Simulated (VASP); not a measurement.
TiO2: single point with PBE

The system is TiO2.

```
CELL_PARAMETERS angstrom
4.75170 0.00000 0.00000
0.00000 4.75170 0.00000
0.00000 0.00000 2.96386
ATOMIC_POSITIONS crystal
Ti 0.00000 0.00000 0.00000
Ti 0.50000 0.50000 0.50000
O 0.30510 0.30510 0.00000
O 0.19490 0.80510 0.50000
O 0.69490 0.69490 0.00000
O 0.80510 0.19490 0.50000
```

```yaml
Program: VASP 6.6.1
Task: single point
Functional: PBE
Potentials_or_basis: VASP PAW PBE potentials, release 64 (Ti_sv, O)
Cutoff: 520 eV
k_mesh: 6 × 6 × 10
Occupations: gaussian, width 0.05 eV
Spin: no spin polarisation
```

| Quantity | Value |
| --- | --- |
| Pressure | -8.0 GPa |
| Largest force | 0.243 eV/Å |
| Band gap on the k mesh | 1.77 eV |

Forces on the atoms (eV/Å):
```
Ti   0.000  0.000  0.000
Ti   0.000  0.000  0.000
O    0.172  0.172  0.000
O   -0.172  0.172  0.000
O   -0.172 -0.172  0.000
O    0.172 -0.172  0.000
```

Stress tensor (GPa, compression positive):
```
-9.04  0.00  0.00
 0.00 -9.04  0.00
 0.00  0.00 -5.84
```

Levels at points of the mesh, in eV from the valence-band top:
```tsv
k point	band 20	band 21	band 22	band 23	band 24	band 25	band 26	band 27	band 28	band 29
(0.00, 0.00, 0.00)	-1.66	-0.56	-0.39	-0.39	0.00	1.77	2.00	2.40	2.44	2.44
(0.50, 0.00, 0.00)	-2.84	-1.34	-1.34	-0.64	-0.64	2.36	2.36	2.85	2.85	3.41
(0.50, 0.50, 0.00)	-1.98	-1.08	-1.08	-1.00	-1.00	1.78	1.78	2.45	2.45	3.64
(0.00, 0.00, 0.50)	-2.72	-1.95	-1.95	-1.34	-1.34	2.75	2.75	3.17	3.17	3.41
(0.50, 0.00, 0.50)	-2.20	-1.87	-1.87	-0.88	-0.88	1.85	1.85	3.17	3.17	3.62
(0.50, 0.50, 0.50)	-2.70	-1.07	-1.07	-0.65	-0.65	2.45	2.45	3.02	3.02	3.20
```

It took 3.2 min on 1 thread of AMD EPYC 7R43 64-Core Processor (Zen 3) (shared host), peak memory 0.21 GiB.

Caveat: the cell stands under tension. Expect the measured gap to be larger: semilocal functionals such as PBE lack the derivative discontinuity.
